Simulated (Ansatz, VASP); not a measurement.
# One calculation of CsSi2, two programs

File INCAR:

```
SYSTEM = CsSi2
ALGO = Normal ; EDIFF = 1E-7
EDIFFG = -0.01 ; ENCUT = 600
GGA = PE ; IBRION = 2
ISIF = 3 ; ISMEAR = 0
LASPH = .TRUE. ; LCHARG = .FALSE.
LREAL = .FALSE. ; LWAVE = .FALSE.
NELM = 80 ; NSW = 100
PREC = Accurate ; SIGMA = 0.1
```

File KPOINTS:

```
k-points
0
G
  12 12 12
  0 0 0
```

Contents of POSCAR:

```
CsSi2
1.0
    0.0000000000      3.7310979284      3.7310979284
    3.7310979284      0.0000000000      3.7310979284
    3.7310979284      3.7310979284      0.0000000000
Cs Si
1 2
Direct
    0.0000000000      0.0000000000      0.0000000000
    0.2500000000      0.2500000000      0.2500000000
    0.7500000000      0.7500000000      0.7500000000
```

Input for Ansatz:

```yaml
crystal:
  lattice:
    - [0.0, 3.7310979284, 3.7310979284]
    - [3.7310979284, 0.0, 3.7310979284]
    - [3.7310979284, 3.7310979284, 0.0]
  atoms:
    - { symbol: Cs, position: [0.0, 0.0, 0.0] }
    - { symbol: Si, position: [0.25, 0.25, 0.25] }
    - { symbol: Si, position: [0.75, 0.75, 0.75] }
basis:
  ecutwfc: 420
kpoints:
  mp_grid: { grid: [12, 12, 12] }
hamiltonian:
  xc: pbe
scf:
  occupations: { method: gaussian, width: 0.1 }
output:
  forces: true
  stress: true
  eigenvalues: true
relax:
  adjacent_minimum: "off"
  f_tol: 0.01
  max_steps: 80
  cell: { stress_tol: 0.05 }
```

Alike in both runs: task relaxation of cell and atoms; functional PBE; k mesh 12 × 12 × 12; occupations gaussian, width 0.1 eV; no spin polarisation.

|  | VASP | Ansatz |
| --- | --- | --- |
| version | VASP 6.6.1 | Ansatz 0.2.0 |
| potentials or method | VASP PAW PBE potentials, release 64 (Cs_sv, Si), cutoff 600 eV | scalar-relativistic, plane waves, PAW |
| valence electrons in the cell | 17 | 17 |

Ansatz gave:

```
gap on the k mesh at the Fermi level, each at its own relaxed structure (eV)  : none
relaxed volume (Å³/atom)                                                      : 35.49
relaxed length of the cell vector where the two differ most in proportion (Å) : 5.320
```

What did VASP give for the same quantities?

gap on the k mesh at the Fermi level, each at its own relaxed structure (eV): none; relaxed volume (Å³/atom): 35.66; relaxed length of the cell vector where the two differ most in proportion (Å): 5.329.

A gap of «none» marks a metal or a gap that the smearing closes.

Spin-orbit coupling is off throughout.
